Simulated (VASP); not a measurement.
# Pt (Im-3m) in VASP: settings compared

The runs below take Pt through relaxation of cell and atoms, single point, with PBEsol, BLYP+D4, PBE.

All numbers are computed with VASP 6.6.1; they aren't measurements. Logs are shortened: lines on timing, memory, paths and dates and some standing lists are left out, and cuts for length are marked.

### Step 1. The cell of the first run

Symmetry: Im-3m, No. 229, cubic system. The conventional cell has a = 3.168 Å, b = 3.168 Å, c = 3.168 Å, α = 90.00°, β = 90.00°, γ = 90.00°. Within 3.6 Å of Pt (site symmetry m-3m) lie 14 Pt at 2.74 to 3.17 Å.

### Step 2. Relaxation of cell and atoms, PBEsol, target pressure 20 GPa, at which the enthalpy is minimised

Contents of INCAR:

```
  PREC = Accurate
  ENCUT = 600
  EDIFF = 1E-7
  ISMEAR = -1
  SIGMA = 0.05
  LREAL = False
  LASPH = True
  NELM = 100
  ALGO = Fast
  ISIF = 3
  LWAVE = False
  LCHARG = False
  GGA = PS
  IBRION = 2
  NSW = 60
  EDIFFG = -0.01
  PSTRESS = 200.0
```

Contents of KPOINTS:

```
Automatic mesh
0
Gamma
  12 12 12
```

Contents of POSCAR:

```
Pt
1.0
   -1.5842200000      1.5842200000      1.5842200000
    1.5842200000     -1.5842200000      1.5842200000
    1.5842200000      1.5842200000     -1.5842200000
Pt
1
Direct
    0.0000000000      0.0000000000      0.0000000000
```

Potentials or basis: VASP PAW PBE potentials, release 64 (Pt).

Started as:

```console
$ cat potpaw_PBE.64/Pt/POTCAR > POTCAR
$ mpirun -np 1 vasp_std > vasp.out
```

OUTCAR:

```text
PREC = Accurate
   ENCUT = 600
   EDIFF = 1E-7
   ISMEAR = -1
   LREAL = False
   LASPH = True
   NELM = 100
   ISIF = 3
   GGA = PS
   IBRION = 2
   NSW = 60
   EDIFFG = -0.01
   PSTRESS = 200.0

 ion  position               nearest neighbor table
   1  0.000  0.000  0.000-

  LATTYP: Found a body centered cubic cell.
 ALAT       =     3.1684400000

  Lattice vectors:

 A1 = (  -1.5842200000,   1.5842200000,   1.5842200000)
 A2 = (   1.5842200000,  -1.5842200000,   1.5842200000)
 A3 = (   1.5842200000,   1.5842200000,  -1.5842200000)

Analysis of symmetry for initial positions (statically):
=====================================================================
 Subroutine PRICEL returns:
 Original cell was already a primitive cell.

 Routine SETGRP: Setting up the symmetry group for a
 body centered cubic supercell.

 Subroutine GETGRP returns: Found 48 space group operations
[... 9 lines left out ...]

 Routine SETGRP: Setting up the symmetry group for a
 body centered cubic supercell.

 Subroutine GETGRP returns: Found 48 space group operations
[... 11 lines left out ...]
                                     Primitive cell

  volume of cell :      15.9040

  direct lattice vectors                    reciprocal lattice vectors
    -1.584220000  1.584220000  1.584220000     0.000000000  0.315612731  0.315612731
     1.584220000 -1.584220000  1.584220000     0.315612731  0.000000000  0.315612731
     1.584220000  1.584220000 -1.584220000     0.315612731  0.315612731  0.000000000

  length of vectors
     2.743949530  2.743949530  2.743949530     0.446343804  0.446343804  0.446343804

  position of ions in fractional coordinates (direct lattice)
     0.000000000  0.000000000  0.000000000

  ion indices of the primitive-cell ions
   primitive index   ion index
                 1           1

----------------------------------------------------------------------------------------

 KPOINTS: Automatic mesh

Automatic generation of k-mesh.
 Grid dimensions read from file:
 generate k-points for:   12   12   12

 Generating k-lattice:

  Cartesian coordinates                     Fractional coordinates (reciprocal lattice)
     0.000000000  0.026301061  0.026301061     0.083333333  0.000000000  0.000000000
     0.026301061  0.000000000  0.026301061     0.000000000  0.083333333  0.000000000
     0.026301061  0.026301061  0.000000000     0.000000000  0.000000000  0.083333333

  Length of vectors
     0.037195317  0.037195317  0.037195317

  Shift w.r.t. Gamma in fractional coordinates (k-lattice)
     0.000000000  0.000000000  0.000000000

 Subroutine IBZKPT returns following result:
 ===========================================

 Found     72 irreducible k-points:

 Following reciprocal coordinates:
            Coordinates               Weight
  0.000000  0.000000  0.000000      1.000000
  0.083333  0.000000  0.000000     12.000000
  0.166667  0.000000  0.000000     12.000000
  0.250000  0.000000  0.000000     12.000000
  0.333333  0.000000  0.000000     12.000000
  0.416667  0.000000  0.000000     12.000000
[... 16 lines left out ...]
  0.333333  0.083333  0.083333     24.000000
  0.416667  0.083333  0.083333     12.000000
 [... further k-points ...]
   k-points           NKPTS =     72   k-points in BZ     NKDIM =     72   number of bands    NBANDS=      9
   number of dos      NEDOS =    301   number of ions     NIONS =      1
   total plane-waves  NPLWV =  13824
   dimension x,y,z NGX =    24 NGY =   24 NGZ =   24
   dimension x,y,z NGXF=    48 NGYF=   48 NGZF=   48
   ions per type =               1
   NGX,Y,Z   is equivalent  to a cutoff of  14.54, 14.54, 14.54 a.u.
   NGXF,Y,Z  is equivalent  to a cutoff of  29.08, 29.08, 29.08 a.u.
 SYSTEM =  unknown system
   PREC   = accura    normal or accurate (medium, high low for compatibility)
   ISTART =      0    job   : 0-new  1-cont  2-samecut
   ICHARG =      2    charge: 1-file 2-atom 10-const
   ISPIN  =      1    spin polarized calculation?
   LNONCOLLINEAR =      F non collinear calculations
[... 36 lines left out ...]
     1.532274338  1.532274338 -1.532274338     0.326312324  0.326312324  0.000000000

 POSITION                                       TOTAL-FORCE (eV/Angst)
 -----------------------------------------------------------------------------------
      0.00000     -0.00000      0.00000         0.000000     -0.000000     -0.000000
 -----------------------------------------------------------------------------------
    total drift:                               -0.000000      0.000000      0.000000

  FREE ENERGIE OF THE ION-ELECTRON SYSTEM (eV)
  ---------------------------------------------------
  free  energy   TOTEN  =        -6.8296169344 eV

  energy  without entropy=       -6.8243225603  energy(sigma->0) =       -6.82696975

  enthalpy is  TOTEN    =        -5.0332750774 eV   P V=        1.7963418569

--------------------------------------- Ionic step        5  -------------------------------------------

 number of electron       9.9999999 magnetization

 Free energy of the ion-electron system (eV)
  ---------------------------------------------------
  ext. energy  EPLUGINS =         0.00000000
  ---------------------------------------------------
  free energy    TOTEN  =        -6.81688189 eV

  energy without entropy =       -6.81165692  energy(sigma->0) =       -6.81426941

 E-fermi :  11.8210     XC(G=0): -13.9453

 val. band max:       11.7979811231   @ k =   0.5000   0.0000   0.0000
 cond. band min:      11.8874868165   @ k =  -0.4167  -0.4167   0.1667
 fundamental gap:      0.0895056934
 Fermi energy:        11.8209510237

 k-point     1 :       0.0000    0.0000    0.0000
  band No.  band energies     occupation
      1       1.2633      2.00000
      2       7.8458      2.00000
      3       7.8458      2.00000
      4       7.8458      2.00000
      5      10.7576      2.00000
      6      10.7576      2.00000
      7      28.9347      0.00000
      8      28.9347      0.00000
      9      28.9347      0.00000

 k-point     2 :       0.0833    0.0000    0.0000
  band No.  band energies     occupation
      1       1.5738      2.00000
      2       7.7146      2.00000
      3       7.8405      2.00000
      4       8.1076      2.00000
      5      10.5876      2.00000
      6      10.7664      2.00000
      7      29.0942      0.00000
      8      29.2769      0.00000
      9      29.4111      0.00000

 k-point     3 :       0.1667    0.0000    0.0000
  band No.  band energies     occupation
      1       2.4340      2.00000
      2       7.3727      2.00000
      3       7.7961      2.00000
      4       8.8671      2.00000
      5      10.3006      2.00000
      6      10.8031      2.00000
      7      29.1279      0.00000
      8      29.4225      0.00000
      9      30.7685      0.00000

 k-point     4 :       0.2500    0.0000    0.0000
  band No.  band energies     occupation
      1       3.5417      2.00000
      2       6.9399      2.00000
      3       7.8628      2.00000
      4      10.0367      2.00000
      5      10.2482      2.00000
      6      10.8847      2.00000
      7      27.3348      0.00000
      8      28.1407      0.00000
      9      32.8144      0.00000
[... 247 lines left out ...]
  --------------------------------------------------------------------------------------
  -------------------------------------------------------------------------------------
  Total        1.7841264      1.7841264      1.7841264      0.0000000      0.0000000      0.0000000
  in kB      200.1694136    200.1694136    200.1694136      0.0000000      0.0000000      0.0000000
  external PRESSURE =       0.1694136 kB  Pullay stress =     200.0000000 kB

 VOLUME and BASIS-vectors are now :
 -----------------------------------------------------------------------------
  energy-cutoff  :      600.00
  volume of cell :       14.28
      direct lattice vectors                 reciprocal lattice vectors
    -1.528361768  1.528361768  1.528361768     0.000000000  0.327147676  0.327147676
     1.528361768 -1.528361768  1.528361768     0.327147676  0.000000000  0.327147676
     1.528361768  1.528361768 -1.528361768     0.327147676  0.327147676  0.000000000

 POSITION                                       TOTAL-FORCE (eV/Angst)
 -----------------------------------------------------------------------------------
     -1.52836      1.52836      1.52836        -0.000000     -0.000000      0.000000
 -----------------------------------------------------------------------------------
    total drift:                               -0.000000     -0.000000      0.000000

  FREE ENERGIE OF THE ION-ELECTRON SYSTEM (eV)
  ---------------------------------------------------
  free  energy   TOTEN  =        -6.8168818925 eV

  energy  without entropy=       -6.8116569208  energy(sigma->0) =       -6.81426941

  enthalpy is  TOTEN    =        -5.0342654810 eV   P V=        1.7826164114

 reached required accuracy - stopping structural energy minimisation
```

Run time: 69 s. Hardware: 1 thread of Intel Xeon Platinum 8259CL at 2.50GHz (Skylake/Cascade Lake), shared host; peak memory 0.16 GiB.

Results:

| Quantity | Value |
| --- | --- |
| Free energy | -6.8169 eV |
| Relaxed volume | 14.28 Å³/atom |
| Relaxed cell | a = 2.647 Å, b = 2.647 Å, c = 2.647 Å, α = 109.47°, β = 109.47°, γ = 109.47° |
| Space group after relaxing (to 0.05 Å) | Im-3m (No. 229) |
| Energy change on relaxing (the enthalpy is what falls) | +25.5 meV/atom |
| Ionic steps | 5 |
| Pressure after relaxing | 20.0 GPa |
| Band gap on the k mesh | zero (band 5 reaches 13.17 eV, above the bottom of band 6 at 10.57 eV) |

Step by step:
| step | energy change (eV) | largest force (eV/Å) | pressure (GPa) | volume (Å³) |
| --- | --- | --- | --- | --- |
| 1 | 0.0000 | 0.0000 | -11.46 | 15.90 |
| 2 | 4.1985 | 0.0000 | 387.36 | 9.74 |
| 3 | 0.0001 | 0.0000 | 13.92 | 14.52 |
| 4 | 0.0127 | 0.0000 | 17.17 | 14.39 |
| 5 | 0.0255 | 0.0000 | 20.02 | 14.28 |

Final structure:
```
CELL_PARAMETERS angstrom
-1.52836 1.52836 1.52836
1.52836 -1.52836 1.52836
1.52836 1.52836 -1.52836
ATOMIC_POSITIONS crystal
Pt 0.00000 0.00000 0.00000
```

Levels at points of the mesh, in eV from the Fermi level:
```
           k point  band 2  band 3  band 4  band 5  band 6  band 7  band 8  band 9
(0.00, 0.00, 0.00)   -3.98   -3.98   -3.98   -1.06   -1.06   17.11   17.11   17.11
(0.50, 0.00, 0.00)   -5.65   -1.26   -0.65   -0.02    1.39    7.29   13.31   16.78
(0.50, 0.50, 0.50)   -7.06    0.76    0.76    0.76    7.94    7.94    7.94   14.36
```

Caveat: the cell is relaxed towards a set pressure, so the enthalpy falls and the energy may rise; the PAW data sets were made with another functional, which shifts forces and pressure a little; spin-orbit coupling is left out, which moves the levels of the heavy elements.

### Step 3. Relaxation of cell and atoms, PBEsol, target pressure 30 GPa, at which the enthalpy is minimised

Contents of INCAR:

```
PREC     = Accurate       # precision mode
ENCUT    = 600            # plane-wave cutoff, eV
EDIFF    = 1E-6           # SCF threshold, eV
ISMEAR   = -1             # smearing method
SIGMA    = 0.05           # smearing width, eV
LREAL    = False          # projectors in reciprocal space
LASPH    = True           # aspherical terms in the spheres
NELM     = 60             # most SCF steps
ALGO     = Normal         # electronic algorithm
ISIF     = 3              # what is computed and relaxed
LWAVE    = False          # write WAVECAR
LCHARG   = False          # write CHGCAR
GGA      = PS             # functional
IBRION   = 2              # ionic algorithm
NSW      = 60             # ionic steps
EDIFFG   = -0.01          # ionic threshold
PSTRESS  = 300.0
```

KPOINTS is that of step 2.

POSCAR is that of step 2.

Potentials or basis: VASP PAW PBE potentials, release 64 (Pt).

Started as:

```console
$ cat potpaw_PBE.64/Pt/POTCAR > POTCAR
$ mpirun -np 1 vasp_std > vasp.out
```

Wall time 90 s (1 thread of Intel Xeon Platinum 8259CL at 2.50GHz (Skylake/Cascade Lake), shared host); peak memory 0.18 GiB.

The run converged. Its results:

```
Free energy                                            : -6.7624 eV
Relaxed volume                                         : 13.93 Å³/atom
Relaxed cell                                           : a = 2.625 Å, b = 2.625 Å, c = 2.625 Å, α = 109.47°, β = 109.47°, γ = 109.47°
Space group after relaxing (to 0.05 Å)                 : Im-3m (No. 229)
Energy change on relaxing (the enthalpy is what falls) : +79.9 meV/atom
Ionic steps                                            : 15
Pressure after relaxing                                : 30.0 GPa
Band gap on the k mesh                                 : zero (band 5 reaches 13.73 eV, above the bottom of band 6 at 11.01 eV)
```

The path:
| step | energy change (eV) | largest force (eV/Å) | pressure (GPa) | volume (Å³) |
| --- | --- | --- | --- | --- |
| 1 | 0.0000 | 0.0000 | -11.48 | 15.90 |
| 2 | 9.8131 | 0.0000 | 819.00 | 8.18 |
| 3 | 0.0174 | 0.0000 | 18.24 | 14.35 |
| 4 | 0.0415 | 0.0000 | 23.25 | 14.16 |
| 5 | 0.0811 | 0.0000 | 30.25 | 13.92 |
| 6 | 0.0740 | 0.0000 | 29.10 | 13.96 |
| 7 | 0.0745 | 0.0000 | 29.16 | 13.96 |
| 8 | 0.0759 | 0.0000 | 29.38 | 13.95 |
| 9 | 0.0759 | 0.0000 | 29.39 | 13.95 |
| 10 | 0.0760 | 0.0000 | 29.39 | 13.95 |
| 11 | 0.0761 | 0.0000 | 29.40 | 13.95 |
| 12 | 0.0764 | 0.0000 | 29.42 | 13.95 |
| 13 | 0.0769 | 0.0000 | 29.55 | 13.95 |
| 14 | 0.0779 | 0.0000 | 29.72 | 13.94 |
| 15 | 0.0799 | 0.0000 | 30.05 | 13.93 |

Final structure:
```yaml
crystal:
  lattice:
    - [-1.51575, 1.51575, 1.51575]
    - [1.51575, -1.51575, 1.51575]
    - [1.51575, 1.51575, -1.51575]
  atoms:
    - { symbol: Pt, position: [0.00000, 0.00000, 0.00000] }
```

Levels at points of the mesh, in eV from the Fermi level:
| k point | band 3 | band 4 | band 5 | band 6 | band 7 | band 8 |
| --- | --- | --- | --- | --- | --- | --- |
| (0.00, 0.00, 0.00) | -4.12 | -4.12 | -1.11 | -1.11 | 17.09 | 17.09 |
| (0.50, 0.00, 0.00) | -1.30 | -0.66 | -0.09 | 1.47 | 7.54 | 13.30 |
| (0.50, 0.50, 0.50) | 0.80 | 0.80 | 0.80 | 8.01 | 8.01 | 8.01 |

Caveat: the cell is relaxed towards a set pressure, so the enthalpy falls and the energy may rise; the PAW data sets were made with another functional, which shifts forces and pressure a little; spin-orbit coupling is left out, which moves the levels of the heavy elements.

### Step 4. Single point, BLYP+D4

This run uses another cell than the first one, of 15.80 Å³/atom, 0.993 times its volume.

Contents of INCAR:

```
SYSTEM = Pt
PREC = Accurate
ENCUT = 520
EDIFF = 1E-6
ISMEAR = -1
SIGMA = 0.05
LREAL = .False.
LASPH = .True.
NELM = 80
ALGO = Normal
ISIF = 2
LWAVE = .False.
LCHARG = .True.
GGA = B5
ALDAX = 1.0
AGGAX = 1.0
AGGAC = 1.0
ALDAC = 0.0
IVDW = 13
VDW_S6 = 1.0
VDW_S8 = 2.34076671
VDW_A1 = 0.44488865
VDW_A2 = 4.0933009
LELF = .True.
LVHAR = .True.
NBANDS = 11
```

Contents of KPOINTS:

```
Automatic mesh
0
Gamma
  12 12 12
  0 0 0
```

Contents of POSCAR:

```
Pt
1.0
   -1.5806174466      1.5806174466      1.5806174466
    1.5806174466     -1.5806174466      1.5806174466
    1.5806174466      1.5806174466     -1.5806174466
Pt
1
Direct
    0.0000000000      0.0000000000      0.0000000000
```

Started as:

```console
$ cat potpaw_PBE.64/Pt/POTCAR > POTCAR
$ mpirun -np 1 vasp_std > vasp.out
```

Run time: 11 s. Hardware: 1 thread of Intel Xeon Platinum 8259CL at 2.50GHz (Skylake/Cascade Lake), shared host; peak memory 0.13 GiB.

It converged, with:

```yaml
Free_energy: -6.3211 eV
Pressure: 1.2 GPa
Band_gap_on_the_k_mesh: zero (band 5 reaches 11.80 eV, above the bottom of band 6 at 9.62 eV)
Dispersion_energy_per_atom: -1.424 eV
```

Levels at points of the mesh, in eV from the Fermi level:
```csv
k point,band 2,band 3,band 4,band 5,band 6,band 7,band 8,band 9
"(0.00, 0.00, 0.00)",-3.44,-3.44,-3.44,-0.95,-0.95,17.42,17.42,17.42
"(0.50, 0.00, 0.00)",-4.85,-1.14,-0.64,0.59,1.11,6.38,13.57,15.96
"(0.50, 0.50, 0.50)",-5.97,0.58,0.58,0.58,7.90,7.90,7.90,12.77
```

Caveat: the PAW data sets were made with another functional, which shifts forces and pressure a little; spin-orbit coupling is left out, which moves the levels of the heavy elements; pairwise dispersion overbinds metals, which lowers pressure and volume.

### Step 5. Single point, PBE

Contents of INCAR:

```
ALGO     = Normal         # electronic algorithm
EDIFF    = 1E-7           # SCF threshold, eV
ENCUT    = 520            # plane-wave cutoff, eV
GGA      = PE             # functional
ISIF     = 2              # what is computed and relaxed
ISMEAR   = 0              # smearing method
LASPH    = True           # aspherical terms in the spheres
LCHARG   = True           # write CHGCAR
LELF     = True           # ELF
LREAL    = False          # projectors in reciprocal space
LVHAR    = True         
LWAVE    = False          # write WAVECAR
NBANDS   = 11             # bands
NELM     = 80             # most SCF steps
PREC     = Accurate       # precision mode
SIGMA    = 0.027000000000000003 # smearing width, eV
```

Contents of KPOINTS:

```
k-points
0
Gamma
  12 12 12
```

Contents of POSCAR:

```
Pt
1.0
   -1.5842200000      1.5842200000      1.5842200000
    1.5842200000     -1.5842200000      1.5842200000
    1.5842200000      1.5842200000     -1.5842200000
Pt
1
Direct
    0.0000000000      0.0000000000      0.0000000000
```

Started as:

```console
$ cat potpaw_PBE.64/Pt/POTCAR > POTCAR
$ mpirun -np 1 vasp_std > vasp.out
```

Run time: 7.7 s. Hardware: 1 thread of Intel Xeon Platinum 8259CL at 2.50GHz (Skylake/Cascade Lake), shared host; peak memory 0.13 GiB.

Results (log left out):

| Item | Value |
| --- | --- |
| Free energy | -6.0166 eV |
| Pressure | -1.9 GPa |
| Band gap on the k mesh | zero (band 5 reaches 11.08 eV, above the bottom of band 6 at 8.94 eV) |

Levels at points of the mesh, in eV from the Fermi level:
```tsv
k point	band 3	band 4	band 5	band 6	band 7	band 8
(0.00, 0.00, 0.00)	-3.33	-3.33	-0.87	-0.87	17.22	17.22
(0.50, 0.00, 0.00)	-1.05	-0.55	0.41	1.15	6.36	13.38
(0.50, 0.50, 0.50)	0.63	0.63	0.63	7.77	7.77	7.77
```

Caveat: spin-orbit coupling is left out, which moves the levels of the heavy elements.

### Step 6. Single point, PBE

Contents of INCAR:

```
SYSTEM = Pt
  PREC = Accurate
  ENCUT = 520
  EDIFF = 1E-6
  ISMEAR = 0
  SIGMA = 0.028000000000000004
  LREAL = .FALSE.
  LASPH = .TRUE.
  NELM = 80
  ALGO = Fast
  ISIF = 2
  LWAVE = .FALSE.
  LCHARG = .FALSE.
  GGA = PE
  NBANDS = 11
```

Contents of KPOINTS:

```
regular mesh
0
G
  12 12 12
  0 0 0
```

POSCAR is that of step 5.

Potentials or basis: VASP PAW PBE potentials, release 64 (Pt).

Started as:

```console
$ cat potpaw_PBE.64/Pt/POTCAR > POTCAR
$ mpirun -np 1 vasp_std > vasp.out
```

It took 8.6 s on 1 thread of Intel Xeon Platinum 8259CL at 2.50GHz (Skylake/Cascade Lake), shared host; peak memory 0.13 GiB.

It converged, with:

| Property | Result |
| --- | --- |
| Free energy | -6.0166 eV |
| Pressure | -1.9 GPa |
| Band gap on the k mesh | zero (band 5 reaches 11.08 eV, above the bottom of band 6 at 8.94 eV) |

Levels at points of the mesh, in eV from the Fermi level:
```
           k point  band 3  band 4  band 5  band 6  band 7  band 8
(0.00, 0.00, 0.00)   -3.33   -3.33   -0.87   -0.87   17.22   17.22
(0.50, 0.00, 0.00)   -1.05   -0.56    0.41    1.15    6.35   13.38
(0.50, 0.50, 0.50)    0.63    0.63    0.63    7.77    7.77    7.77
```

Caveat: spin-orbit coupling is left out, which moves the levels of the heavy elements.

### Step 7. Overview

```csv
task,level,cell,cutoff (eV),smearing,gap on the mesh (eV),pressure (GPa)
relaxation of cell and atoms,PBEsol,"relaxed to 20 GPa from a = 2.744 Å, angles 109.5°, 1 atom",600,fermi-dirac 0.05 eV,none,20.0
relaxation of cell and atoms,PBEsol,"relaxed to 30 GPa from a = 2.744 Å, angles 109.5°, 1 atom",600,fermi-dirac 0.05 eV,none,30.0
single point,BLYP+D4,"a = 2.738 Å, angles 109.5°, 1 atom",520,fermi-dirac 0.05 eV,none,1.2
single point,PBE,"a = 2.744 Å, angles 109.5°, 1 atom",520,gaussian 0.027 eV,none,-1.9
single point,PBE,"a = 2.744 Å, angles 109.5°, 1 atom",520,gaussian 0.028 eV,none,-1.9
```

Alike in all rows: potentials or basis VASP PAW PBE potentials, release 64 (Pt); no spin polarisation; k mesh 12 × 12 × 12.

Caveats: spin-orbit coupling is left out, which moves the levels of the heavy elements; the PAW data sets were made with another functional, which shifts forces and pressure a little (some runs); the cell is relaxed towards a set pressure, so the enthalpy falls and the energy may rise (some runs); pairwise dispersion overbinds metals, which lowers pressure and volume (some runs).

Absolute energies hang on the potentials; compare differences alone.
